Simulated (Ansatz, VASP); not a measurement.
# One calculation of C, two programs

```
C
1.0
     0.00000    1.87257    1.78340
     1.87257    0.00000    1.78340
     1.87257    1.87257    0.00000
C
2
Direct
  0.50000 0.50000 0.50000
  0.75000 0.75000 0.75000
```

Alike in both runs: task single point; functional RPBE; k mesh 12 × 12 × 12; occupations gaussian, width 0.05 eV; no spin polarisation.

|  | VASP | Ansatz |
| --- | --- | --- |
| version | VASP 6.6.1 | Ansatz 0.2.0 |
| potentials or method | VASP PAW PBE potentials, release 64 (C), cutoff 600 eV | scalar-relativistic, plane waves, PAW |
| valence electrons in the cell | 8 | 8 |

```csv
,VASP,Ansatz,Ansatz less VASP
gap on the k mesh at the Fermi level (eV),2.81,2.82,+0.011
```

VASP's potentials were made for PBE, not for RPBE. The functional is the same, so the differences come from potentials, cutoffs and numerics.
